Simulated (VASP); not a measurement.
# AlN (R3m) in VASP: single point with PBEsol

Aim: the single point of AlN with PBEsol.

Program: VASP 6.6.1. These are calculated values, not measurements. Logs are shortened: lines on timing, memory, paths and dates and some standing lists are left out, and cuts for length are marked.

## 1. The cell of the first run

The structure is trigonal, space group R3m (No. 160). Conventional cell: a = 2.838 Å, b = 2.838 Å, c = 7.798 Å, α = 90.00°, β = 90.00°, γ = 120.00°. Within 2.5 Å of Al (site symmetry 3m) lie 6 N at 1.90 to 2.31 Å. Within 2.5 Å of N (site symmetry 3m) lie 6 Al at 1.90 to 2.31 Å.

## 2. Single point, PBEsol (strained and its atoms moved)

INCAR

```
SYSTEM = AlN
PREC = Accurate
ENCUT = 520
EDIFF = 1E-6
ISMEAR = 0
SIGMA = 0.02
LREAL = .False.
LASPH = .True.
NELM = 80
ALGO = Normal
ISIF = 2
LWAVE = .False.
LCHARG = .False.
GGA = PS
NBANDS = 11
```

KPOINTS

```
regular mesh
0
Gamma
  10 10 10
  0 0 0
```

POSCAR

```
AlN
1.0
    0.0000000000      2.0069909715      2.0069909715
    2.1697524115     -0.1627614400      2.1697524115
    2.0069909715      2.0069909715      0.0000000000
Al N
1 1
Direct
    0.4787166935      0.5638499195      0.4787166935
    0.0212833065     -0.0638499195      0.0212833065
```

Potentials or basis: VASP PAW PBE potentials, release 64 (Al, N).

Command:

```console
> cat potpaw_PBE.64/Al/POTCAR potpaw_PBE.64/N/POTCAR > POTCAR
> mpirun -np 1 vasp_std > vasp.out
```

OUTCAR:

```text
SYSTEM = AlN
   PREC = Accurate
   ENCUT = 520
   EDIFF = 1E-6
   ISMEAR = 0
   LREAL = .False.
   LASPH = .True.
   NELM = 80
   ISIF = 2
   GGA = PS

 ion  position               nearest neighbor table
   1  0.479  0.564  0.479-   2 1.90   2 1.90   2 1.90   2 2.31   2 2.31   2 2.31
   2  0.021  0.936  0.021-   1 1.90   1 1.90   1 1.90   1 2.31   1 2.31   1 2.31

  LATTYP: Found a trigonal (rhomboedric) cell.
 ALAT       =     3.0728069156
 COS(alpha) =     0.5734005468

  Lattice vectors:

 A1 = (   0.1627614400,  -2.1697524115,   2.1697524115)
 A2 = (   2.1697524115,  -2.1697524115,   0.1627614400)
 A3 = (   2.1697524115,  -0.1627614400,   2.1697524115)

Analysis of symmetry for initial positions (statically):
=====================================================================
 Subroutine PRICEL returns:
 Original cell was already a primitive cell.

 Routine SETGRP: Setting up the symmetry group for a
 trigonal (rhombohedral) supercell.

 Subroutine GETGRP returns: Found  6 space group operations
 (whereof  6 operations were pure point group operations)
 out of a pool of 12 trial point group operations.

The static configuration has the point symmetry C_3v.

Analysis of symmetry for dynamics (positions and initial velocities):
=====================================================================
 Subroutine PRICEL returns:
 Original cell was already a primitive cell.

 Routine SETGRP: Setting up the symmetry group for a
 trigonal (rhombohedral) supercell.

 Subroutine GETGRP returns: Found  6 space group operations
 (whereof  6 operations were pure point group operations)
 out of a pool of 12 trial point group operations.

The dynamic configuration has the point symmetry C_3v.

 Subroutine INISYM returns: Found  6 space group operations
 (whereof  6 operations are pure point group operations),
 and found     1 'primitive' translations

----------------------------------------------------------------------------------------

                                     Primitive cell

  volume of cell :      18.1352

  direct lattice vectors                    reciprocal lattice vectors
     0.000000000  2.006990972  2.006990972    -0.240122903  0.240122903  0.258135442
     2.169752412 -0.162761440  2.169752412     0.222110364 -0.222110364  0.222110364
     2.006990972  2.006990972  0.000000000     0.258135442  0.240122903 -0.240122903

  length of vectors
     2.838313851  3.072806916  2.838313851     0.426558230  0.384706436  0.426558230

  position of ions in fractional coordinates (direct lattice)
     0.478716693  0.563849920  0.478716693
     0.021283307  0.936150080  0.021283307

  ion indices of the primitive-cell ions
   primitive index   ion index
                 1           1
                 2           2

----------------------------------------------------------------------------------------

 KPOINTS: regular mesh

Automatic generation of k-mesh.
 Grid dimensions read from file:
 generate k-points for:   10   10   10

 Generating k-lattice:

  Cartesian coordinates                     Fractional coordinates (reciprocal lattice)
    -0.024012290  0.024012290  0.025813544     0.100000000 -0.000000000  0.000000000
     0.022211036 -0.022211036  0.022211036     0.000000000  0.100000000  0.000000000
     0.025813544  0.024012290 -0.024012290     0.000000000 -0.000000000  0.100000000

  Length of vectors
     0.042655823  0.038470644  0.042655823

  Shift w.r.t. Gamma in fractional coordinates (k-lattice)
     0.000000000  0.000000000  0.000000000

 Subroutine IBZKPT returns following result:
 ===========================================

 Found    116 irreducible k-points:

 Following reciprocal coordinates:
            Coordinates               Weight
  0.000000  0.000000  0.000000      1.000000
  0.100000  0.000000  0.000000      6.000000
  0.200000  0.000000  0.000000      6.000000
  0.300000 -0.000000  0.000000      6.000000
  0.400000  0.000000  0.000000      6.000000
  0.500000  0.000000  0.000000      3.000000
[... 16 lines left out ...]
 -0.400000  0.200000  0.000000      6.000000
 -0.300000  0.200000  0.000000      6.000000
 [... further k-points ...]
   k-points           NKPTS =    116   k-points in BZ     NKDIM =    116   number of bands    NBANDS=     11
   number of dos      NEDOS =    301   number of ions     NIONS =      2
   total plane-waves  NPLWV =  13824
   dimension x,y,z NGX =    24 NGY =   24 NGZ =   24
   dimension x,y,z NGXF=    48 NGYF=   48 NGZF=   48
   ions per type =               1   1
   NGX,Y,Z   is equivalent  to a cutoff of  14.06, 12.98, 14.06 a.u.
   NGXF,Y,Z  is equivalent  to a cutoff of  28.11, 25.97, 28.11 a.u.
 SYSTEM =  AlN
   PREC   = accura    normal or accurate (medium, high low for compatibility)
   ISTART =      0    job   : 0-new  1-cont  2-samecut
   ICHARG =      2    charge: 1-file 2-atom 10-const
   ISPIN  =      1    spin polarized calculation?
   LNONCOLLINEAR =      F non collinear calculations
   LSORBIT =      F    spin-orbit coupling
   LASPH  =      T    aspherical Exc in radial PAW
   ENCUT  =  520.0 eV  38.22 Ry    6.18 a.u.   5.28  5.71  5.28*2*pi/ulx,y,z
   NELM   =     80;   NELMIN=  2; NELMDL= -5     # of ELM steps
   EDIFF  = 0.1E-05   stopping-criterion for ELM
   LREAL  =      F    real-space projection
   EDIFFG = 0.1E-04   stopping-criterion for IOM
   NSW    =      0    number of steps for IOM
   IBRION =     -1    ionic relax: 0-MD 1-quasi-New 2-CG
   NFREE  =      0    steps in history (QN), initial steepest desc. (CG)
   ISIF   =      2    stress and relaxation
   ISYM   =      2    0-nonsym 1-usesym 2-fastsym
   POTIM  = 0.5000    time-step for ionic-motion
   TEBEG  =    0.0;   TEEND  =   0.0 temperature during run
   PSTRESS=    0.0 pullay stress
   NELECT =       8.0000    total number of electrons
   NUPDOWN=      -1.0000    fix difference up-down
   EMIN   =  10.00;   EMAX   =-10.00  energy-range for DOS
   EFERMI =   0.00;   METHOD = LEGACY
   ISMEAR =     0;   SIGMA  =   0.02  broadening in eV -4-tet -1-fermi 0-gaus
   EFERMI_NEDOS =   21; number of points for ismear=-14 and -15
   IALGO  =     38    algorithm
   IMIX   =      4    mixing-type and parameters
     AMIX     =   0.40;   BMIX     =  1.00
     AMIX_MAG =   1.60;   BMIX_MAG =  1.00
  volume/ion in A,a.u.               =       9.07        61.19
  Fermi-wavevector in a.u.,A,eV,Ry     =   1.246228  2.355029 21.130992  1.553084
  Thomas-Fermi vector in A             =   2.380415
   LORBIT       =      0    0 simple, 1 ext, 2 COOP (PROOUT), +10 PAW based schemes
   GGA     = PS    functional components
   LHFCALC =     F    Hartree Fock is set to
   AEXX    =    0.0000 exact exchange contribution
   IVDW    =     0    specifies the selected vdW correction
   LEPSILON=     F    determine dielectric tensor
   LRPA    =     F    only Hartree local field effects (RPA)
 non-spin polarized calculation
 Gauss-broadening in eV      SIGMA  =   0.02
  energy-cutoff  :      520.00
  volume of cell :       18.14
 maximum number of plane-waves:       497
 NGX is ok and might be reduce to    24
   NGX = 11   NGY = 11   NGZ = 11

 number of electron       8.0000000 magnetization

 Free energy of the ion-electron system (eV)
  ---------------------------------------------------
  ext. energy  EPLUGINS =         0.00000000
  ---------------------------------------------------
  free energy    TOTEN  =       -14.89420625 eV

  energy without entropy =      -14.89420625  energy(sigma->0) =      -14.89420625

 E-fermi :   9.0508     XC(G=0): -11.9733

 val. band max:        8.9034649812   @ k =   0.0000   0.0000   0.0000
 cond. band min:      11.6508430032   @ k =   0.5000   0.5000   0.0000
 fundamental gap:      2.7473780220
 Fermi energy:         9.0507951566

 k-point     1 :       0.0000    0.0000    0.0000
  band No.  band energies     occupation
      1      -8.0822      2.00000
      2       7.7064      2.00000
      3       8.9035      2.00000
      4       8.9035      2.00000
      5      12.2193      0.00000
      6      19.6810      0.00000
      7      21.5961      0.00000
      8      21.5961      0.00000
      9      24.0393      0.00000
     10      25.9926      0.00000
     11      25.9926      0.00000

 k-point     2 :       0.1000    0.0000    0.0000
  band No.  band energies     occupation
      1      -7.8848      2.00000
      2       7.3771      2.00000
      3       8.2029      2.00000
      4       8.7795      2.00000
      5      12.8147      0.00000
      6      19.5856      0.00000
      7      20.5746      0.00000
      8      21.6902      0.00000
      9      23.8532      0.00000
     10      24.7512      0.00000
     11      25.5871      0.00000

 k-point     3 :       0.2000    0.0000    0.0000
  band No.  band energies     occupation
      1      -7.3132      2.00000
      2       5.7657      2.00000
      3       7.7059      2.00000
      4       8.4775      2.00000
      5      13.5907      0.00000
      6      18.5234      0.00000
      7      20.6183      0.00000
      8      21.1865      0.00000
      9      23.1282      0.00000
     10      24.9538      0.00000
     11      25.0429      0.00000

 k-point     4 :       0.3000   -0.0000    0.0000
  band No.  band energies     occupation
      1      -6.4454      2.00000
      2       3.7064      2.00000
      3       7.4786      2.00000
      4       8.1407      2.00000
      5      13.6815      0.00000
      6      18.1951      0.00000
      7      20.2265      0.00000
      8      20.3801      0.00000
      9      23.4158      0.00000
     10      25.1256      0.00000
     11      26.7525      0.00000
[... 239 lines left out ...]
 k-point    22 :       0.5000    0.2000    0.0000
  band No.  band energies     occupation
      1      -4.8486      2.00000
      2       1.9150      2.00000
      3       5.4725      2.00000
      4       7.3653      2.00000
      5      15.5193      0.00000
      6      15.7621      0.00000
      7      18.7780      0.00000
      8      20.8045      0.00000
      9      25.2507      0.00000
     10      27.5335      0.00000
     11      30.9870      0.00000

 k-point    23 :      -0.4000    0.2000    0.0000
  band No.  band energies     occupation
      1      -4.8488      2.00000
      2       1.9559      2.00000
      3       4.8474      2.00000
      4       7.5591      2.00000
      5      15.7155      0.00000
      6      16.2781      0.00000
      7      20.1975      0.00000
      8      20.5208      0.00000
      9      25.3128      0.00000
     10      27.4522      0.00000
     11      29.1571      0.00000

 k-point    24 :      -0.3000    0.2000    0.0000
  band No.  band energies     occupation
      1      -5.5526      2.00000
      2       2.8931      2.00000
      3       4.8177      2.00000
      4       7.9175      2.00000
      5      15.9331      0.00000
      6      17.2398      0.00000
      7      20.2987      0.00000
      8      20.6590      0.00000
      9      25.9452      0.00000
     10      26.4988      0.00000
     11      27.6262      0.00000

 [... further k-points ...]
[... 5 lines left out ...]
  --------------------------------------------------------------------------------------
  -------------------------------------------------------------------------------------
  Total       -0.4519325     -0.4519325     -0.4519325      2.2709427      2.2709427     -2.2709427
  in kB      -39.9265788    -39.9265788    -39.9265788    200.6294821    200.6294821   -200.6294821
  external PRESSURE =     -39.9265788 kB  Pullay stress =       0.0000000 kB

 VOLUME and BASIS-vectors are now :
 -----------------------------------------------------------------------------
  energy-cutoff  :      520.00
  volume of cell :       18.14
      direct lattice vectors                 reciprocal lattice vectors
     0.000000000  2.006990972  2.006990972    -0.240122903  0.240122903  0.258135442
     2.169752412 -0.162761440  2.169752412     0.222110364 -0.222110364  0.222110364
     2.006990972  2.006990972  0.000000000     0.258135442  0.240122903 -0.240122903

 POSITION                                       TOTAL-FORCE (eV/Angst)
 -----------------------------------------------------------------------------------
      2.18419      1.82979      2.18419        -0.589815      0.589815     -0.589815
      2.07393     -0.06694      2.07393         0.589815     -0.589815      0.589815
 -----------------------------------------------------------------------------------
    total drift:                                0.000127     -0.000126      0.000127

  FREE ENERGIE OF THE ION-ELECTRON SYSTEM (eV)
  ---------------------------------------------------
  free  energy   TOTEN  =       -14.8942062483 eV

  energy  without entropy=      -14.8942062483  energy(sigma->0) =      -14.89420625
```

Wall time 7.3 s (1 thread of Intel Xeon 6975P-C, shared host); peak memory 0.15 GiB.

What came out:

```yaml
Free_energy: -14.8942 eV
Pressure: -4.0 GPa
Largest_force: 1.022 eV/Å
Band_gap_on_the_k_mesh: 2.75 eV, indirect (least direct gap 3.32 eV)
```

Forces in eV/Å, atoms in the order of the input:
```
Al  -0.590  0.590 -0.590
N    0.590 -0.590  0.590
```

Stress tensor (GPa, compression positive):
```
 -3.99  20.06 -20.06
 20.06  -3.99  20.06
-20.06  20.06  -3.99
```

Caveat: the cell differs from its parent crystal (strained and its atoms moved); the PAW data sets were made with another functional, which shifts forces and pressure a little.
